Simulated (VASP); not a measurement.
Input of a VASP 6.6.1 run:

The input INCAR:

```
SYSTEM = MnS
PREC = Accurate ; ENCUT = 520
EDIFF = 1E-6 ; ISMEAR = -1
SIGMA = 0.05 ; LREAL = .False.
LASPH = .True. ; NELM = 150
ALGO = Normal ; ISIF = 2
LWAVE = .False. ; LCHARG = .True.
ISPIN = 2 ; MAGMOM = 4 -4 0 0
LORBIT = 11 ; LMAXMIX = 4
GGA = PE ; LELF = .True.
LVHAR = .True. ; NBANDS = 31
```

The input KPOINTS:

```
Automatic mesh
0
Gamma
  8 8 4
  0 0 0
```

Contents of POSCAR:

```
MnS
1.0
    3.9535769233      0.0000000000      0.0000000000
   -1.9767884617      3.4238980514      0.0000000000
    0.0000000000      0.0000000000      6.3425288600
Mn S
2 2
Direct
    0.6666666667      0.3333333333      0.4988446700
    0.3333333333      0.6666666667      0.9988446700
    0.3333333333      0.6666666667      0.6261543000
    0.6666666667      0.3333333333      0.1261543000
```

Potentials or basis: VASP PAW PBE potentials, release 64 (Mn_pv, S).

Command:

```console
$ cat potpaw_PBE.64/Mn_pv/POTCAR potpaw_PBE.64/S/POTCAR > POTCAR
$ mpirun -np 1 vasp_std > vasp.out
```

(1) Estimate the site moments.

(2) Estimate the band gap on the k mesh.

## Answers

(1) Mn +4.15, -4.15; S +0.03, -0.03 μB.

(2) 0.82 eV (least direct gap 1.50 eV).

Caveat: the antiferromagnetic order is the one typed at the start, and another may lie lower.
